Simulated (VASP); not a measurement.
# Co (P-3m1) in VASP: a series of runs

The runs below take Co through relaxation of cell and atoms, single point, with PBEsol, PBE.

Everything below comes from runs of VASP 6.6.1. Logs are shortened: lines on timing, memory, paths and dates and some standing lists are left out, and cuts for length are marked.

**1. The cell of the first run**

Symmetry: P-3m1, No. 164, trigonal system. The conventional cell has a = 2.487 Å, b = 2.487 Å, c = 4.063 Å, α = 90.00°, β = 90.00°, γ = 120.00°. Within 3.2 Å of Co (site symmetry 3m) lie 12 Co at 2.42 to 2.55 Å.

**2. Relaxation of cell and atoms, PBEsol, collinear spin, ferromagnetic start**

Contents of INCAR:

```
SYSTEM = Co
  PREC = Accurate
  ENCUT = 600
  EDIFF = 1E-6
  ISMEAR = -1
  SIGMA = 0.05
  LREAL = .False.
  LASPH = .True.
  NELM = 150
  ALGO = Normal
  ISIF = 3
  LWAVE = .False.
  LCHARG = .False.
  ISPIN = 2
  MAGMOM = 2 2
  LORBIT = 11
  LMAXMIX = 4
  GGA = PS
  IBRION = 2
  NSW = 60
  EDIFFG = -0.01
```

Contents of KPOINTS:

```
regular mesh
0
Gamma
  12 12 7
  0 0 0
```

Contents of POSCAR:

```
Co
1.0
    2.4873648738      0.0000000000      0.0000000000
   -1.2436824369      2.1541211692      0.0000000000
    0.0000000000      0.0000000000      4.0632895034
Co
2
Direct
    0.3333333333      0.6666666667      0.7401390000
    0.6666666667      0.3333333333      0.2598610000
```

Potentials or basis: VASP PAW PBE potentials, release 64 (Co).

Command:

```sh
> cat potpaw_PBE.64/Co/POTCAR > POTCAR
> mpirun -np 1 vasp_std > vasp.out
```

OUTCAR:

```text
SYSTEM = Co
   PREC = Accurate
   ENCUT = 600
   EDIFF = 1E-6
   ISMEAR = -1
   LREAL = .False.
   LASPH = .True.
   NELM = 150
   ISIF = 3
   ISPIN = 2
   LORBIT = 11
   GGA = PS
   IBRION = 2
   NSW = 60
   EDIFFG = -0.01

 ion  position               nearest neighbor table
   1  0.333  0.667  0.740-   2 2.42   2 2.42   2 2.42   2 2.55   2 2.55   2 2.55
   2  0.667  0.333  0.260-   1 2.42   1 2.42   1 2.42   1 2.55   1 2.55   1 2.55

  LATTYP: Found a hexagonal cell.
 ALAT       =     2.4873648738
 C/A-ratio  =     1.6335719565

  Lattice vectors:

 A1 = (   2.4873648738,   0.0000000000,   0.0000000000)
 A2 = (  -1.2436824369,   2.1541211692,   0.0000000000)
 A3 = (   0.0000000000,   0.0000000000,   4.0632895034)

Analysis of symmetry for initial positions (statically):
=====================================================================
 Subroutine PRICEL returns:
 Original cell was already a primitive cell.

 Routine SETGRP: Setting up the symmetry group for a
 hexagonal supercell.

 Subroutine GETGRP returns: Found 12 space group operations
 (whereof 12 operations were pure point group operations)
 out of a pool of 24 trial point group operations.

The static configuration has the point symmetry D_3d.

Analysis of symmetry for dynamics (positions and initial velocities):
=====================================================================
 Subroutine PRICEL returns:
 Original cell was already a primitive cell.

 Routine SETGRP: Setting up the symmetry group for a
 hexagonal supercell.

 Subroutine GETGRP returns: Found 12 space group operations
 (whereof 12 operations were pure point group operations)
 out of a pool of 24 trial point group operations.

The dynamic configuration has the point symmetry D_3d.

Analysis of structural, dynamic, and magnetic symmetry:
=====================================================================
 Subroutine PRICEL returns:
 Original cell was already a primitive cell.

 Routine SETGRP: Setting up the symmetry group for a
 hexagonal supercell.

 Subroutine GETGRP returns: Found 12 space group operations
 (whereof 12 operations were pure point group operations)
 out of a pool of 24 trial point group operations.

The overall configuration has the point symmetry D_3d.

 Subroutine INISYM returns: Found 12 space group operations
 (whereof 12 operations are pure point group operations),
 and found     1 'primitive' translations

----------------------------------------------------------------------------------------

                                     Primitive cell

  volume of cell :      21.7715

  direct lattice vectors                    reciprocal lattice vectors
     2.487364874  0.000000000  0.000000000     0.402031889  0.232113220  0.000000000
    -1.243682437  2.154121169  0.000000000     0.000000000  0.464226439  0.000000000
     0.000000000  0.000000000  4.063289503     0.000000000  0.000000000  0.246106018

  length of vectors
     2.487364874  2.487364874  4.063289503     0.464226439  0.464226439  0.246106018

  position of ions in fractional coordinates (direct lattice)
     0.333333333  0.666666667  0.740139000
     0.666666667  0.333333333  0.259861000

  ion indices of the primitive-cell ions
   primitive index   ion index
                 1           1
                 2           2

----------------------------------------------------------------------------------------

 KPOINTS: regular mesh

Automatic generation of k-mesh.
 Grid dimensions read from file:
 generate k-points for:   12   12    7

 Generating k-lattice:

  Cartesian coordinates                     Fractional coordinates (reciprocal lattice)
     0.033502657  0.019342768  0.000000000     0.083333333  0.000000000  0.000000000
     0.000000000  0.038685537  0.000000000     0.000000000  0.083333333  0.000000000
     0.000000000  0.000000000  0.035158003     0.000000000  0.000000000  0.142857143
[... 41 lines left out ...]
   total plane-waves  NPLWV =  12800
   dimension x,y,z NGX =    20 NGY =   20 NGZ =   32
   dimension x,y,z NGXF=    40 NGYF=   40 NGZF=   64
   ions per type =               2
   NGX,Y,Z   is equivalent  to a cutoff of  13.37, 13.37, 13.09 a.u.
   NGXF,Y,Z  is equivalent  to a cutoff of  26.73, 26.73, 26.19 a.u.
 SYSTEM =  Co
   PREC   = accura    normal or accurate (medium, high low for compatibility)
   ISTART =      0    job   : 0-new  1-cont  2-samecut
   ICHARG =      2    charge: 1-file 2-atom 10-const
   ISPIN  =      2    spin polarized calculation?
   LNONCOLLINEAR =      F non collinear calculations
   LSORBIT =      F    spin-orbit coupling
   LASPH  =      T    aspherical Exc in radial PAW
   ENCUT  =  600.0 eV  44.10 Ry    6.64 a.u.   4.97  4.97  8.12*2*pi/ulx,y,z
   NELM   =    150;   NELMIN=  2; NELMDL= -5     # of ELM steps
   EDIFF  = 0.1E-05   stopping-criterion for ELM
   LREAL  =      F    real-space projection
   EDIFFG = -.1E-01   stopping-criterion for IOM
   NSW    =     60    number of steps for IOM
   IBRION =      2    ionic relax: 0-MD 1-quasi-New 2-CG
   NFREE  =      1    steps in history (QN), initial steepest desc. (CG)
   ISIF   =      3    stress and relaxation
   ISYM   =      2    0-nonsym 1-usesym 2-fastsym
   POTIM  = 0.5000    time-step for ionic-motion
   TEBEG  =    0.0;   TEEND  =   0.0 temperature during run
   PSTRESS=    0.0 pullay stress
   NELECT =      18.0000    total number of electrons
   NUPDOWN=      -1.0000    fix difference up-down
   EMIN   =  10.00;   EMAX   =-10.00  energy-range for DOS
   EFERMI =   0.00;   METHOD = LEGACY
   ISMEAR =    -1;   SIGMA  =   0.05  broadening in eV -4-tet -1-fermi 0-gaus
   EFERMI_NEDOS =   21; number of points for ismear=-14 and -15
   IALGO  =     38    algorithm
   IMIX   =      4    mixing-type and parameters
     AMIX     =   0.40;   BMIX     =  1.00
     AMIX_MAG =   1.60;   BMIX_MAG =  1.00
  volume/ion in A,a.u.               =      10.89        73.46
  Fermi-wavevector in a.u.,A,eV,Ry     =   1.536514  2.903591 32.121660  2.360875
  Thomas-Fermi vector in A             =   2.643152
   LORBIT       =     11    0 simple, 1 ext, 2 COOP (PROOUT), +10 PAW based schemes
   GGA     = PS    functional components
   LHFCALC =     F    Hartree Fock is set to
   AEXX    =    0.0000 exact exchange contribution
   IVDW    =     0    specifies the selected vdW correction
   LEPSILON=     F    determine dielectric tensor
   LRPA    =     F    only Hartree local field effects (RPA)
 conjugate gradient relaxation of ions
 spin polarized calculation
  energy-cutoff  :      600.00
  volume of cell :       21.77
 maximum number of plane-waves:       756
   NGX =  9   NGY =  9   NGZ = 17

--------------------------------------- Ionic step        1  -------------------------------------------

 number of electron      17.9999997 magnetization       3.2480291

 Free energy of the ion-electron system (eV)
  ---------------------------------------------------
  ext. energy  EPLUGINS =         0.00000000
  ---------------------------------------------------
  free energy    TOTEN  =       -15.41677342 eV

  energy without entropy =      -15.40142354  energy(sigma->0) =      -15.40909848

------------------------ aborting loop because EDIFF is reached ----------------------------------------

  FORCE on cell =-STRESS in cart. coord.  units (eV):
  Direction    XX          YY          ZZ          XY          YZ          ZX
  --------------------------------------------------------------------------------------
  -------------------------------------------------------------------------------------
  Total       -1.2429383     -1.2429383     -1.6364466      0.0000000      0.0000000      0.0000000
  in kB      -91.4687509    -91.4687509   -120.4273200      0.0000000      0.0000000      0.0000000
  external PRESSURE =    -101.1216073 kB  Pullay stress =       0.0000000 kB
[... 89 lines left out ...]
  FREE ENERGIE OF THE ION-ELECTRON SYSTEM (eV)
  ---------------------------------------------------
  free  energy   TOTEN  =       -15.4626629073 eV

  energy  without entropy=      -15.4470696528  energy(sigma->0) =      -15.45486628

[... ionic steps 4 to 10 ...]

--------------------------------------- Ionic step       11  -------------------------------------------

 number of electron      18.0000002 magnetization       3.1060878

------------------------ aborting loop because EDIFF is reached ----------------------------------------
[... 67 lines left out ...]
--------------------------------------- Ionic step       13  -------------------------------------------

 number of electron      18.0000002 magnetization       3.1047215

 Free energy of the ion-electron system (eV)
  ---------------------------------------------------
  ext. energy  EPLUGINS =         0.00000000
  ---------------------------------------------------
  free energy    TOTEN  =       -15.47606291 eV

  energy without entropy =      -15.46056522  energy(sigma->0) =      -15.46831407

 E-fermi :  10.7775     XC(G=0): -13.8743

 val. band max:       10.7769561558   @ k =   0.2500   0.0000   0.0000
 cond. band min:      10.7827302654   @ k =   0.2500   0.0000   0.0000
 fundamental gap:      0.0057741096
 Fermi energy:        10.7775476566

 spin component 1

 k-point     1 :       0.0000    0.0000    0.0000
  band No.  band energies     occupation
      1       1.5197      1.00000
      2       5.4092      1.00000
      3       8.1445      1.00000
      4       8.1555      1.00000
      5       8.1555      1.00000
      6       8.5006      1.00000
      7       8.5006      1.00000
      8       8.8723      1.00000
      9       8.8723      1.00000
     10      10.0789      1.00000
     11      10.0789      1.00000
     12      10.6552      0.92029
     13      17.6186      0.00000
     14      33.0873      0.00000
[... 403 lines left out ...]
      4       7.6998      1.00000
      5       8.1770      1.00000
      6       8.4338      1.00000
      7       8.5724      1.00000
      8       8.7906      1.00000
      9       8.9435      1.00000
     10       9.0412      1.00000
     11      10.1526      1.00000
     12      12.6100      0.00000
     13      19.2179      0.00000
     14      27.7607      0.00000
     15      31.6793      0.00000

 [... further k-points ...]

 spin component 2

 k-point     1 :       0.0000    0.0000    0.0000
  band No.  band energies     occupation
      1       1.5871      1.00000
      2       6.3390      1.00000
      3       9.7124      1.00000
      4       9.7149      1.00000
      5       9.7149      1.00000
      6      10.1131      1.00000
      7      10.1131      1.00000
      8      10.5501      0.98953
      9      10.5501      0.98953
     10      10.6816      0.87206
     11      11.8708      0.00000
     12      11.8708      0.00000
     13      18.6266      0.00000
     14      32.9304      0.00000
[... 444 lines left out ...]
  FREE ENERGIE OF THE ION-ELECTRON SYSTEM (eV)
  ---------------------------------------------------
  free  energy   TOTEN  =       -15.4760629120 eV

  energy  without entropy=      -15.4605652184  energy(sigma->0) =      -15.46831407

 reached required accuracy - stopping structural energy minimisation

 total charge

# of ion       s       p       d       tot
------------------------------------------
    1        0.510   0.569   7.294   8.373
    2        0.510   0.569   7.294   8.373
--------------------------------------------------
tot          1.019   1.138  14.588  16.745

 magnetization (x)

# of ion       s       p       d       tot
------------------------------------------
    1       -0.015  -0.051   1.624   1.558
    2       -0.015  -0.051   1.624   1.558
--------------------------------------------------
tot         -0.030  -0.102   3.249   3.117
```

Run time: 8.3 min. Hardware: 1 thread of Intel Xeon Platinum 8175M at 2.50GHz (Skylake/Cascade Lake), shared host; peak memory 0.2 GiB.

What came out:

```
Free energy                                           : -15.4761 eV
Relaxed volume                                        : 10.33 Å³/atom
Relaxed cell                                          : a = 2.454 Å, b = 2.454 Å, c = 3.959 Å, α = 90.00°, β = 90.00°, γ = 120.00°
Space group after relaxing (to 0.1 Å)                 : P6_3/mmc (No. 194)
Energy gained by relaxing                             : 29.6 meV/atom
Ionic steps                                           : 13
Pressure after relaxing                               : -0.1 GPa
Largest force after relaxing                          : 0.007 eV/Å
Net moment                                            : 3.10 μB per cell
Site moments                                          : Co +1.56 μB
Valence electrons inside the program's atomic spheres : Co 8.37
```

Forces in eV/Å, atoms in the order of the input:
```
Co   0.000  0.000  0.007
Co   0.000  0.000 -0.007
```

The path:
```csv
step,energy change (eV),largest force (eV/Å),pressure (GPa),volume (Å³)
1,0.0000,0.4293,-10.11,21.77
2,-0.0157,0.3992,12.83,19.68
3,-0.0459,0.4536,1.40,20.57
4,-0.0586,0.0914,0.80,20.57
5,-0.0591,0.0003,0.82,20.57
6,-0.0591,0.0075,0.81,20.57
7,-0.0591,0.0138,-0.83,20.72
8,-0.0593,0.0109,0.05,20.64
9,-0.0593,0.0111,-0.01,20.64
10,-0.0593,0.0108,0.31,20.64
11,-0.0593,0.0026,-0.19,20.66
12,-0.0593,0.0056,-0.16,20.65
13,-0.0593,0.0068,-0.12,20.65
```

Final structure:
```cif
data_structure
_symmetry_space_group_name_H-M 'P 1'
_symmetry_Int_Tables_number 1
_cell_length_a 2.4543
_cell_length_b 2.4543
_cell_length_c 3.9586
_cell_angle_alpha 90.000
_cell_angle_beta 90.000
_cell_angle_gamma 120.000
_cell_volume 20.65
loop_
_atom_site_label
_atom_site_type_symbol
_atom_site_fract_x
_atom_site_fract_y
_atom_site_fract_z
_atom_site_occupancy
Co1 Co 0.33333 0.66667 0.74989 1
Co2 Co 0.66667 0.33333 0.25011 1
```

Caveat: the PAW data sets were made with another functional, which shifts forces and pressure a little.

**3. Single point, PBE, collinear spin, ferromagnetic start**

Contents of INCAR:

```
PREC     = Accurate       # precision mode
ENCUT    = 690            # plane-wave cutoff, eV
EDIFF    = 1E-6           # SCF threshold, eV
ISMEAR   = -1             # smearing method
SIGMA    = 0.05           # smearing width, eV
LREAL    = F              # projectors in reciprocal space
LASPH    = T              # aspherical terms in the spheres
NELM     = 200            # most SCF steps
ALGO     = Normal         # electronic algorithm
ISIF     = 2              # what is computed and relaxed
LWAVE    = F              # write WAVECAR
LCHARG   = T              # write CHGCAR
ISPIN    = 2              # spin polarisation
MAGMOM   = 3 3            # initial moments
LORBIT   = 11             # projections on sites
NUPDOWN  = 6.0            # fixed moment
LMAXMIX  = 4              # l up to which the mixer works
GGA      = PE             # functional
LELF     = T              # ELF
LVHAR    = T            
NBANDS   = 28             # bands
GGA_COMPAT= F
```

Contents of KPOINTS:

```
regular mesh
0
Gamma
  10 10 6
```

POSCAR is that of step 2.

Potentials or basis: VASP PAW PBE potentials, release 64 (Co_sv).

Command:

```sh
> cat potpaw_PBE.64/Co_sv/POTCAR > POTCAR
> mpirun -np 1 vasp_std > vasp.out
```

Wall time 66 s (1 thread of Intel Xeon Platinum 8375C at 2.90GHz (Ice Lake), shared host); peak memory 0.22 GiB.

Results (log left out):

```yaml
Free_energy: -10.5106 eV
Pressure: 43.8 GPa
Largest_force: 1.162 eV/Å
Net_moment: 6.00 μB per cell
Site_moments: Co +2.67 μB
Valence_electrons_inside_the_program's_atomic_spheres: Co 14.95
```

Forces on the atoms (eV/Å):
```
Co   0.000  0.000  1.162
Co   0.000  0.000 -1.162
```

Stress tensor (GPa, compression positive):
```
42.15  0.00  0.00
 0.00 42.15  0.00
 0.00  0.00 47.01
```

Caveat: the cell stands under pressure; the total moment is fixed, so each spin has its own Fermi level and the state may be an excited one; forces of over 1 eV/Å act on the atoms, so gaps and moduli don't describe the material at rest.
